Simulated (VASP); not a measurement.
Wanted: the native input for a VASP 6.6.1 run.

| Quantity | Value |
| --- | --- |
| Task | single point |
| Functional | PBE |
| Potentials or basis | VASP PAW PBE potentials, release 64 (Yb, Mn_pv, Sb) |
| Cutoff | 520 eV |
| k mesh | 10 × 10 × 6 |
| Occupations | gaussian, width 0.05 eV |
| Spin | collinear spin, antiferromagnetic start |
| Starting moments | [0.0, 4.18, -4.18, 0.0, 0.0] μB |
| Hubbard terms | Yb f U = 6.0 eV |
| Dipole correction | no |
| Further INCAR settings | ALGO = Normal; EDIFF = 1e-06; NBANDS = 42 |

The structure of YbMn2Sb2 lies in POSCAR:

```
YbMn2Sb2
1.0
    4.4584869965      0.0000000000      0.0000000000
   -2.2292434982      3.8611630014      0.0000000000
    0.0000000000      0.0000000000      7.4156402650
Yb Mn Sb
1 2 2
Direct
    0.0000000000      0.0000000000     -0.0000001266
    0.3333333333      0.6666666667      0.6137725419
    0.6666666667      0.3333333333      0.3862275187
    0.3333333333      0.6666666667      0.2563801900
    0.6666666667      0.3333333333      0.7436198760
```

These files were run (other wordings do the same):

INCAR

```
PREC = Accurate
ENCUT = 520
EDIFF = 1E-6
ISMEAR = 0
SIGMA = 0.05
LREAL = F
LASPH = T
NELM = 150
ALGO = Normal
ISIF = 2
LWAVE = F
LCHARG = F
ISPIN = 2
MAGMOM = 0 4.18 -4.18 0 0
LORBIT = 11
LMAXMIX = 6
LDAU = T
LDAUTYPE = 2
LDAUL = 3 -1 -1
LDAUU = 6 0 0
LDAUJ = 0 0 0
LDAUPRINT = 1
GGA = PE
NBANDS = 42
KPAR = 4
```

KPOINTS

```
regular mesh
0
Gamma
  10 10 6
```

Potentials or basis: VASP PAW PBE potentials, release 64 (Yb, Mn_pv, Sb).

Command:

```sh
$ cat potpaw_PBE.64/Yb/POTCAR potpaw_PBE.64/Mn_pv/POTCAR potpaw_PBE.64/Sb/POTCAR > POTCAR
$ mpirun -np 4 vasp_std > vasp.out
```

It gave:

| Quantity | Value |
| --- | --- |
| Pressure | 0.5 GPa |
| Largest force | 0.008 eV/Å |
| Band gap on the k mesh | zero (filled and empty bands overlap) |
| Net moment | 0.00 μB per cell |
| Site moments | Yb +0.00; Mn +3.82, -3.82; Sb +0.01, -0.01 μB |
| Valence electrons inside the program's atomic spheres | Yb 22.23; Mn 11.44; Sb 2.56 |

Caveat: spin-orbit coupling is left out, which moves the levels of the heavy elements.

Run time: 9.5 min on 4 MPI ranks on Intel(R) Xeon(R) Platinum 8559C (Emerald Rapids), on a shared host, peak memory 0.76 GiB a rank.
